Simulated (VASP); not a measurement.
Wanted: the native input for a VASP 6.6.1 run.

* Task: single point
* Functional: PBEsol
* Potentials or basis: VASP PAW PBE potentials, release 64 (Cd, Se)
* Cutoff: 520 eV
* k mesh: 6 × 6 × 6
* Occupations: fermi-dirac, width 0.05 eV
* Spin: no spin polarisation
* Dipole correction: no
* Further INCAR settings: ALGO = Normal; EDIFF = 1e-06; NBANDS = 16

The structure of CdSe lies in POSCAR:

```
CdSe
1.0
    0.0862187400      2.9170673700      2.9170673700
    2.9170673700      0.0862187400      2.9170673700
    2.9170673700      2.9170673700      0.0862187400
Cd Se
1 1
Direct
    0.0000000000      0.0000000000      0.0000000000
    0.5000000000      0.5000000000      0.5000000000
```

One way to write it, as run:

INCAR

```
SYSTEM = CdSe
ALGO     = Normal         ! electronic algorithm
EDIFF    = 1E-6           ! SCF threshold, eV
ENCUT    = 520            ! plane-wave cutoff, eV
GGA      = PS             ! functional
ISIF     = 2              ! what is computed and relaxed
ISMEAR   = -1             ! smearing method
LASPH    = .TRUE.         ! aspherical terms in the spheres
LCHARG   = .FALSE.        ! write CHGCAR
LREAL    = .FALSE.        ! projectors in reciprocal space
LWAVE    = .FALSE.        ! write WAVECAR
NBANDS   = 16             ! bands
NELM     = 80             ! most SCF steps
PREC     = Accurate       ! precision mode
SIGMA    = 0.05           ! smearing width, eV
```

KPOINTS

```
k-points
0
G
  6 6 6
  0 0 0
```

Potentials or basis: VASP PAW PBE potentials, release 64 (Cd, Se).

Launch:

```console
$ cat potpaw_PBE.64/Cd/POTCAR potpaw_PBE.64/Se/POTCAR > POTCAR
$ mpirun -np 1 vasp_std > vasp.out
```

It gave:

The pressure is -3.4 GPa and the band gap on the k mesh is zero (band 9 reaches 2.21 eV, above the bottom of band 10 at 1.60 eV).

Caveat: the PAW data sets were made with another functional, which shifts forces and pressure a little.

Run time: 30 s on 1 thread of Intel Xeon 8259CL (shared host), peak memory 0.18 GiB.
